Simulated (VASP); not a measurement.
SiC: single point with PBE

Crystal: SiC.

```
Si C
1.0
     2.90647    0.00000    0.00000
    -1.45323    2.51707    0.00000
     0.00000    0.00000    5.07376
Si C
2 2
Direct
  0.33333 0.66667 0.00456
  0.66667 0.33333 0.50456
  0.33333 0.66667 0.38044
  0.66667 0.33333 0.88044
```

This cell differs from its parent crystal: strain -0.0600 x Voigt [1, 1, 0, 0, 0, 0].

```
Program             : VASP 6.6.1
Task                : single point
Functional          : PBE
Potentials or basis : VASP PAW PBE potentials, release 64 (Si, C)
Cutoff              : 520 eV
k mesh              : 12 × 12 × 6
Occupations         : gaussian, width 0.05 eV
Spin                : no spin polarisation
```

```yaml
Pressure: 35.2 GPa
Largest_force: 0.893 eV/Å
Band_gap_on_the_k_mesh: 1.78 eV (least direct gap 4.71 eV)
```

Forces on the atoms (eV/Å):
```
Si   0.000  0.000  0.893
Si   0.000  0.000  0.893
C    0.000  0.000 -0.893
C    0.000  0.000 -0.893
```

Stress tensor (GPa, compression positive):
```
50.02  0.00  0.00
 0.00 50.02  0.00
 0.00  0.00  5.54
```

Levels at points of the mesh, in eV from the valence-band top:
```
           k point  band 6  band 7  band 8  band 9  band 10  band 11
(0.00, 0.00, 0.00)   -0.59    0.00    0.00    5.59     6.69     7.81
(0.50, 0.00, 0.00)   -3.66   -3.30   -1.41    3.34     3.81     7.73
(0.00, 0.00, 0.50)   -0.56   -0.56   -0.56    7.41     7.41     8.37
(0.50, 0.00, 0.50)   -2.81   -2.50   -2.50    3.10     3.10     5.51
```

Run time: 41 s on 1 thread of Intel Xeon 8259CL, with other jobs on the host, peak memory 0.18 GiB.

Caveat: the cell differs from its parent crystal (strain -0.0600 x Voigt [1, 1, 0, 0, 0, 0]); the cell stands under pressure. A k mesh can miss the band edges.
